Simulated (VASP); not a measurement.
A run of VASP 6.6.1 is set up as follows.

POSCAR

```
PbS
1.0
    0.0000000000      2.9657500000      2.9657500000
    2.9657500000      0.0000000000      2.9657500000
    2.9657500000      2.9657500000      0.0000000000
Pb S
1 1
Direct
    0.0000000000      0.0000000000      0.0000000000
    0.5000000000      0.5000000000      0.5000000000
```

Contents of INCAR.step1:

```
SYSTEM = PbS
  PREC = Accurate
  ENCUT = 520
  EDIFF = 1E-5
  ISMEAR = -1
  SIGMA = 0.05
  LREAL = .False.
  LASPH = .True.
  NELM = 150
  ALGO = Normal
  ISIF = 2
  LWAVE = .True.
  LCHARG = .False.
  MAGMOM = 0 0 0 0 0 0
  LORBIT = 11
  LSORBIT = .True.
  GGA_COMPAT = .False.
  LORBMOM = .True.
  NBANDS = 32
  GGA = PE
```

The input INCAR.step2:

```
SYSTEM = PbS
  PREC = Accurate
  ENCUT = 520
  EDIFF = 1E-6
  ISMEAR = -1
  SIGMA = 0.05
  LREAL = .False.
  LASPH = .True.
  NELM = 150
  ALGO = Normal
  ISIF = 2
  LWAVE = .False.
  LCHARG = .False.
  MAGMOM = 0 0 0 0 0 0
  LORBIT = 11
  LSORBIT = .True.
  GGA_COMPAT = .False.
  LORBMOM = .True.
  GGA = PE
  LHFCALC = .True.
  AEXX = 0.25
  PRECFOCK = Normal
  NBANDS = 32
  ISTART = 1
```

The input KPOINTS:

```
regular mesh
0
Gamma
  4 4 4
  0 0 0
```

Potentials or basis: VASP PAW PBE potentials, release 64 (Pb_d, S).

The run is started by

```bash
$ cat potpaw_PBE.64/Pb_d/POTCAR potpaw_PBE.64/S/POTCAR > POTCAR
$ cp INCAR.step1 INCAR
$ mpirun -np 1 vasp_ncl > vasp.out
$ cp INCAR.step2 INCAR
$ mpirun -np 1 vasp_ncl > vasp.out
```

Problem. Predict the net moment.

Solution. 0.00 μB per cell.

Problem. Predict the pressure.

Solution. 0.8 GPa.

Moments on the atoms (μB; x, y, z):
```
Pb  0.00 0.00 0.00
S   0.00 0.00 0.00
```

Caveat: the k points lie up to 0.46 Å⁻¹ apart; the PAW data sets were made with another functional, which shifts forces and pressure a little.
